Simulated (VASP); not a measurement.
Here is a VASP 6.6.1 calculation.

File INCAR:

```
ALGO = Normal
EDIFF = 1E-6
ENCUT = 520
GGA = PE
ISIF = 2
ISMEAR = 0
LASPH = T
LCHARG = T
LELF = T
LREAL = F
LVHAR = T
LWAVE = F
NBANDS = 41
NELM = 100
PREC = Accurate
SIGMA = 0.1
```

KPOINTS

```
k-points
0
Gamma
  6 6 6
```

Contents of POSCAR:

```
GaBi2Sb3S
1.0
    6.4041939276      0.0000000000      0.0000000000
   -3.2020969638      5.5461946321      0.0000000000
    0.0000000000      0.0000000000      5.3847926051
Ga Sb Bi S
1 3 2 1
Direct
    0.0000000000      0.0000000000      0.0000000000
    0.5669321567      0.0000000000      0.0000000000
    0.0000000000      0.5669321567      0.0000000000
    0.4330678433      0.4330678433      0.0000000000
    0.3333333333      0.6666666667      0.5000000000
    0.6666666667      0.3333333333      0.5000000000
    0.0000000000      0.0000000000      0.5000000000
```

Potentials or basis: VASP PAW PBE potentials, release 64 (Ga_d, Sb, Bi_d, S).

The run is started by

```console
$ cat potpaw_PBE.64/Ga_d/POTCAR potpaw_PBE.64/Sb/POTCAR potpaw_PBE.64/Bi_d/POTCAR potpaw_PBE.64/S/POTCAR > POTCAR
$ mpirun -np 1 vasp_std > vasp.out
```

What does it give for the pressure?

-0.1 GPa.

Predict the largest force.

0.011 eV/Å.

Forces in eV/Å, atoms in the order of the input:
```
Ga   0.000  0.000  0.000
Sb  -0.011  0.000  0.000
Sb   0.005 -0.009  0.000
Sb   0.005  0.009  0.000
Bi   0.000  0.000  0.000
Bi   0.000  0.000  0.000
S    0.000  0.000  0.000
```
